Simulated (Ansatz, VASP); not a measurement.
**One calculation of Pd, two programs**

```
CELL_PARAMETERS angstrom
0.00000 2.01403 2.01403
2.01403 0.00000 2.01403
2.01403 2.01403 0.00000
ATOMIC_POSITIONS crystal
Pd 0.00000 0.00000 0.00000
```

Alike in both runs: task single point; functional PBEsol; k mesh 23 × 23 × 23; occupations fermi-dirac, width 0.1 eV; no spin polarisation.

|  | VASP | Ansatz |
| --- | --- | --- |
| version | VASP 6.6.1 | Ansatz 0.2.0 |
| potentials or method | VASP PAW PBE potentials, release 64 (Pd), cutoff 520 eV | plane waves (420 eV) with PAW, scalar-relativistic |
| valence electrons in the cell | 10 | 18 |

```tsv
	VASP	Ansatz	Ansatz less VASP
pressure (GPa)	-17.1	-16.9	+0.19
```

VASP's potentials were made for PBE, not for PBEsol, and Ansatz warns of the same on its side. VASP's potentials hold 10 valence electrons a cell and Ansatz's 18, so a difference there can come from the potentials and not from the codes.
